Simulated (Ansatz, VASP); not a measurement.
**One calculation of MgGe2N3, two programs**

File INCAR:

```
  PREC = Accurate
  ENCUT = 600
  EDIFF = 1E-7
  ISMEAR = 0
  SIGMA = 0.1
  LREAL = F
  LASPH = T
  NELM = 80
  ALGO = Normal
  ISIF = 3
  LWAVE = F
  LCHARG = F
  GGA = PE
  IBRION = 2
  NSW = 100
  EDIFFG = -0.01
```

KPOINTS

```
regular mesh
0
Gamma
  12 12 4
```

POSCAR

```
MgGe2N3
1.0
    3.3547527076      0.0000000000      0.0000000000
   -1.6773763538      2.9053010682      0.0000000000
    0.0000000000      0.0000000000      7.8855464987
Mg Ge N
1 2 3
Direct
    0.0000000000      0.0000000000      0.9893783465
    0.6666666667      0.3333333333      0.6755654264
    0.3333333333      0.6666666667      0.3316528344
    0.3333333333      0.6666666667      0.5833426328
    0.0000000000      0.0000000000      0.2682172634
    0.6666666667      0.3333333333      0.9018434966
```

Input for Ansatz:

```yaml
crystal:
  lattice:
    - [3.3547527076, 0.0, 0.0]
    - [-1.6773763538, 2.9053010682, 0.0]
    - [0.0, 0.0, 7.8855464987]
  atoms:
    - { symbol: Mg, position: [0.0, 0.0, 0.9893783465] }
    - { symbol: Ge, position: [0.6666666667, 0.3333333333, 0.6755654264] }
    - { symbol: Ge, position: [0.3333333333, 0.6666666667, 0.3316528344] }
    - { symbol: "N", position: [0.3333333333, 0.6666666667, 0.5833426328] }
    - { symbol: "N", position: [0.0, 0.0, 0.2682172634] }
    - { symbol: "N", position: [0.6666666667, 0.3333333333, 0.9018434966] }
basis:
  ecutwfc: 420
kpoints:
  mp_grid: { grid: [12, 12, 4] }
hamiltonian:
  xc: pbe
scf:
  occupations: { method: gaussian, width: 0.1 }
output:
  forces: true
  stress: true
  eigenvalues: true
relax:
  adjacent_minimum: "off"
  f_tol: 0.01
  max_steps: 80
  cell: { stress_tol: 0.05 }
```

Alike in both runs: task relaxation of cell and atoms; functional PBE; k mesh 12 × 12 × 4; occupations gaussian, width 0.1 eV; no spin polarisation.

|  | VASP | Ansatz |
| --- | --- | --- |
| version | VASP 6.6.1 | Ansatz 0.2.0 |
| potentials or method | VASP PAW PBE potentials, release 64 (Mg, Ge_d, N), cutoff 600 eV | scalar-relativistic, plane waves, PAW |
| valence electrons in the cell | 45 | 53 |

```csv
,VASP,Ansatz,Ansatz less VASP
"gap on the k mesh at the Fermi level, each at its own relaxed structure (eV)",none,none,-
relaxed volume (Å³/atom),12.79,12.82,+0.027
relaxed cell length with the largest relative difference (Å),7.865,7.877,+0.0115
```

A gap of «none» marks a metal or a gap that the smearing closes. VASP's potentials hold 45 valence electrons a cell and Ansatz's 53, so a difference there can come from the potentials and not from the codes.
